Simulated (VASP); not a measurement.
Wanted: the native input for a VASP 6.6.1 run.

* Task: relaxation of shape and atoms at fixed volume
* Functional: r2SCAN
* Potentials or basis: VASP PAW PBE potentials, release 64 (Au)
* Cutoff: 600 eV
* k mesh: 16 × 16 × 10
* Occupations: gaussian, width 0.05 eV
* Spin: no spin polarisation
* Dipole correction: no
* Further INCAR settings: ALGO = Normal; EDIFF = 1e-06; IBRION = 2; EDIFFG = -0.01; NSW = 60; ISIF = 4

The system is Au.

```
Au
1.0
     2.89313    0.00000    0.00000
    -1.44656    2.50552    0.00000
     0.00000    0.00000    4.85363
Au
2
Direct
  0.33333 0.66667 0.75000
  0.66667 0.33333 0.25000
```

The input as run:

POSCAR

```
Au
1.0
    2.8931297717      0.0000000000      0.0000000000
   -1.4465648858      2.5055238787      0.0000000000
    0.0000000000      0.0000000000      4.8536278526
Au
2
Direct
    0.3333333333      0.6666666667      0.7500000000
    0.6666666667      0.3333333333      0.2500000000
```

INCAR.step1

```
ALGO     = Normal         # electronic algorithm
EDIFF    = 1E-4           # SCF threshold, eV
ENCUT    = 600            # plane-wave cutoff, eV
GGA      = PE             # functional
ISMEAR   = 0              # smearing method
LASPH    = T              # aspherical terms in the spheres
LCHARG   = F              # write CHGCAR
LREAL    = F              # projectors in reciprocal space
LWAVE    = T              # write WAVECAR
NELM     = 80             # most SCF steps
PREC     = Accurate       # precision mode
SIGMA    = 0.05           # smearing width, eV
```

INCAR.step2

```
ALGO     = Normal         # electronic algorithm
EDIFF    = 1E-6           # SCF threshold, eV
EDIFFG   = -0.01          # ionic threshold
ENCUT    = 600            # plane-wave cutoff, eV
IBRION   = 2              # ionic algorithm
ISIF     = 4              # what is computed and relaxed
ISMEAR   = 0              # smearing method
ISTART   = 1            
LASPH    = T              # aspherical terms in the spheres
LCHARG   = F              # write CHGCAR
LMIXTAU  = T            
LREAL    = F              # projectors in reciprocal space
LWAVE    = F              # write WAVECAR
METAGGA  = R2SCAN         # meta-GGA
NELM     = 80             # most SCF steps
NSW      = 60             # ionic steps
PREC     = Accurate       # precision mode
SIGMA    = 0.05           # smearing width, eV
```

KPOINTS

```
k-points
0
Gamma
  16 16 10
```

Potentials or basis: VASP PAW PBE potentials, release 64 (Au).

Command:

```console
$ cat potpaw_PBE.64/Au/POTCAR > POTCAR
$ cp INCAR.step1 INCAR
$ mpirun -np 1 vasp_std > vasp.out
$ cp INCAR.step2 INCAR
$ mpirun -np 1 vasp_std > vasp.out
```

It gave:

```
Energy gained by relaxing : 0.0 meV/atom
Ionic steps               : 2
Pressure after relaxing   : 0.4 GPa
Band gap on the k mesh    : zero (band 11 reaches 12.63 eV, above the bottom of band 12 at 5.98 eV)
```

Caveat: the PAW data sets were made with another functional, which shifts forces and pressure a little; spin-orbit coupling is left out, which moves the levels of the heavy elements.

Run time: 5.2 min on 1 thread of Intel Xeon 6975P-C (shared host), peak memory 0.25 GiB.
